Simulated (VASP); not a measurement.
Crystal: InAs.

```
In As
1.0
     0.00000    2.87730    2.87730
     2.87730    0.00000    2.87730
     2.87730    2.87730    0.00000
In As
1 1
Direct
  0.50000 0.50000 0.50000
  0.00000 0.00000 0.00000
```

| Quantity | Value |
| --- | --- |
| Program | VASP 6.6.1 |
| Task | relaxation of cell and atoms |
| Functional | PBEsol |
| Potentials or basis | VASP PAW PBE potentials, release 64 (In_d, As) |
| Cutoff | 600 eV |
| k mesh | 8 × 8 × 8 |
| Occupations | fermi-dirac, width 0.05 eV |
| Spin | no spin polarisation |

At the start: pressure -3.2 GPa; volume 23.82 Å³/atom.

Question: How do energy, volume and symmetry change on relaxing?

Answer: Over 3 steps the energy falls by 12.2 meV/atom and the volume is 22.65 Å³/atom (-4.9 %); space group Fm-3m (No. 225, to 0.05 Å).

The path:
```csv
step,energy change (eV),largest force (eV/Å),pressure (GPa),volume (Å³)
1,0.0000,0.0000,-3.20,47.64
2,-0.0206,0.0000,1.45,44.44
3,-0.0244,0.0000,0.04,45.30
```

Final structure:
```
CELL_PARAMETERS angstrom
0.00000 2.82946 2.82946
2.82946 0.00000 2.82946
2.82946 2.82946 0.00000
ATOMIC_POSITIONS crystal
In 0.50000 0.50000 0.50000
As 0.00000 0.00000 0.00000
```

Caveat: the PAW data sets were made with another functional, which shifts forces and pressure a little.
